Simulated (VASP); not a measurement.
BN:

```
CELL_PARAMETERS angstrom
0.00000 3.49532 2.16609
1.25163 0.00000 2.16609
1.25163 3.49532 0.00000
ATOMIC_POSITIONS crystal
N 0.66665 0.66665 0.33335
B 0.00005 0.00005 0.99995
```

Program: VASP 6.6.1. Alike in all runs: task single point; no spin polarisation; cell as given; k mesh 13 × 13 × 13; cutoff (eV) 520; smearing fermi-dirac 0.05 eV.

Question: Order these runs on this cell by their pressure, lowest first.
A. level PBE; potentials or basis VASP PAW PBE potentials, release 64 (N, B)
B. level r2SCAN; potentials or basis VASP PAW PBE potentials, release 64 (N, B)
C. level LDA; potentials or basis VASP PAW LDA potentials, release 64 (N, B)

Answer: C (-3.8 GPa), B (-0.1 GPa), A (3.3 GPa).

Caveats: the PAW data sets were made with another functional, which shifts forces and pressure a little (some runs).
